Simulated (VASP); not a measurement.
A run of VASP 6.6.1 is set up as follows.

The input INCAR:

```
  PREC = Accurate
  ENCUT = 600
  EDIFF = 1E-7
  ISMEAR = 0
  SIGMA = 0.1
  LREAL = F
  LASPH = T
  NELM = 60
  ALGO = Normal
  ISIF = 3
  LWAVE = F
  LCHARG = F
  GGA = PE
  IBRION = 2
  NSW = 90
  EDIFFG = -0.04
```

KPOINTS

```
Automatic mesh
0
Gamma
  4 4 4
```

The input POSCAR:

```
Sc3Te2
1.0
    4.9992679800      0.0000000000      0.0000000000
    0.0000000000      4.9992679800      0.0000000000
    0.0000000000      0.0000000000      4.9992679800
Sc Te
3 2
Direct
    0.5000000000      0.0000000000      0.0000000000
    0.0000000000      0.5000000000      0.0000000000
    0.0000000000      0.0000000000      0.5000000000
    0.5000000000      0.5000000000      0.5000000000
    0.0000000000      0.0000000000      0.0000000000
```

Potentials or basis: VASP PAW PBE potentials, release 64 (Sc_sv, Te).

Launch:

```console
$ cat potpaw_PBE.64/Sc_sv/POTCAR potpaw_PBE.64/Te/POTCAR > POTCAR
$ mpirun -np 1 vasp_std > vasp.out
```

Q: Predict the space group after relaxing (to 0.05 Å).

A: Pm-3m (No. 221).

Q: Estimate the relaxed volume.

A: 30.26 Å³/atom.

Final structure:
```cif
data_structure
_symmetry_space_group_name_H-M 'P 1'
_symmetry_Int_Tables_number 1
_cell_length_a 5.3284
_cell_length_b 5.3284
_cell_length_c 5.3284
_cell_angle_alpha 90.000
_cell_angle_beta 90.000
_cell_angle_gamma 90.000
_cell_volume 151.28
loop_
_atom_site_label
_atom_site_type_symbol
_atom_site_fract_x
_atom_site_fract_y
_atom_site_fract_z
_atom_site_occupancy
Sc1 Sc 0.50000 0.00000 0.00000 1
Sc2 Sc 0.00000 0.50000 0.00000 1
Sc3 Sc 0.00000 0.00000 0.50000 1
Te1 Te 0.50000 0.50000 0.50000 1
Te2 Te 0.00000 0.00000 0.00000 1
```

Caveat: the volume moved by over 15 % at a fixed basis, so the end points are rough.
